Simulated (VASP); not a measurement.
Na:

```
CELL_PARAMETERS angstrom
-2.14100 2.14100 2.14100
2.14100 -2.14100 2.14100
2.14100 2.14100 -2.14100
ATOMIC_POSITIONS crystal
Na 0.00000 0.00000 0.00000
```

* Program: VASP 6.6.1
* Task: relaxation of cell and atoms
* Functional: PBEsol
* Potentials or basis: VASP PAW PBE potentials, release 64 (Na_pv)
* Cutoff: 600 eV
* k mesh: 9 × 9 × 9
* Occupations: fermi-dirac, width 0.05 eV
* Spin: no spin polarisation

At the start: pressure -0.6 GPa; volume 39.26 Å³/atom.

**Question.** Where does the relaxation end?

**Answer.** Over 3 steps the energy falls by 5.8 meV/atom and the volume is 36.18 Å³/atom (-7.8 %); space group Im-3m (No. 229, to 0.1 Å) before and after.

The path:
| step | energy change (eV) | largest force (eV/Å) | pressure (GPa) | volume (Å³) |
| --- | --- | --- | --- | --- |
| 1 | 0.0000 | 0.0000 | -0.57 | 39.26 |
| 2 | -0.0024 | 0.0000 | -0.45 | 38.47 |
| 3 | -0.0058 | 0.0000 | -0.02 | 36.18 |

Final structure:
```cif
data_structure
_symmetry_space_group_name_H-M 'P 1'
_symmetry_Int_Tables_number 1
_cell_length_a 3.6087
_cell_length_b 3.6087
_cell_length_c 3.6087
_cell_angle_alpha 109.471
_cell_angle_beta 109.471
_cell_angle_gamma 109.471
_cell_volume 36.18
loop_
_atom_site_label
_atom_site_type_symbol
_atom_site_fract_x
_atom_site_fract_y
_atom_site_fract_z
_atom_site_occupancy
Na1 Na 0.00000 0.00000 0.00000 1
```

Caveat: the PAW data sets were made with another functional, which shifts forces and pressure a little.
